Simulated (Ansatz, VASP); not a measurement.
## One calculation of CdPbO2, two programs

```
Cd Pb O
1.0
     3.46270    0.00000    0.00000
    -1.73135    2.99878    0.00000
     0.00000    0.00000    6.14563
Cd Pb O
1 1 2
Direct
  0.00000 0.00000 0.50000
  0.00000 0.00000 0.00000
  0.33333 0.66667 0.27787
  0.66667 0.33333 0.72213
```

Alike in both runs: functional PBE; k mesh 6 × 6 × 4; occupations gaussian, width 0.1 eV; no spin polarisation.

Ansatz relaxed the structure, and its values are those at the end. VASP's run is a single point on that final structure, the one shown.

|  | VASP | Ansatz |
| --- | --- | --- |
| version | VASP 6.6.1 | Ansatz 0.2.0 |
| potentials or method | VASP PAW PBE potentials, release 64 (Cd, Pb_d, O), cutoff 520 eV | scalar-relativistic, plane waves, PAW |
| valence electrons in the cell | 38 | 46 |

```csv
,VASP,Ansatz,Ansatz less VASP
gap on the k mesh at the Fermi level (eV),0.32,0.33,+0.006
least direct gap on the mesh (eV),0.74,0.76,+0.013
pressure (GPa),0.5,0.1,-0.40
rms of the force components (eV/Å),0.020,0.001,-0.0196
```

The functional is the same, so the differences come from potentials, cutoffs and numerics. VASP's potentials hold 38 valence electrons a cell and Ansatz's 46, so a difference there can come from the potentials and not from the codes.

Neither program's run includes spin-orbit coupling.
